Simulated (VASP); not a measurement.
Crystal: WSe2.

```
W Se
1.0
     3.29974    0.00000    0.00000
    -1.64987    2.85766    0.00000
     0.00000    0.00000   13.14969
W Se
2 4
Direct
  0.66667 0.33333 0.25001
  0.33333 0.66667 0.74999
  0.33333 0.66667 0.37667
  0.66667 0.33333 0.87664
  0.33333 0.66667 0.12336
  0.66667 0.33333 0.62333
```

Base run:

```yaml
Program: VASP 6.6.1
Functional: r2SCAN
Potentials_or_basis: VASP PAW PBE potentials, release 64 (W_sv, Se)
Cutoff: 520 eV
k_mesh: 12 × 12 × 2
Occupations: gaussian, width 0.01 eV
Spin: no spin polarisation
```

Its results: band gap on the k mesh 1.16 eV (least direct gap 1.61 eV); pressure 1.6 GPa; largest force 0.007 eV/Å.

Q: The run is repeated on the same cell with these changes: functional from r2SCAN to PBE. What comes out?

A: Band gap on the k mesh 1.04 eV (least direct gap 1.49 eV); pressure 3.7 GPa; largest force 0.324 eV/Å.

Caveats: spin-orbit coupling is left out, which moves the levels of the heavy elements; the PAW data sets were made with another functional, which shifts forces and pressure a little (at least some runs); the cell stands under pressure (at least some runs).

A k mesh can miss the band edges.
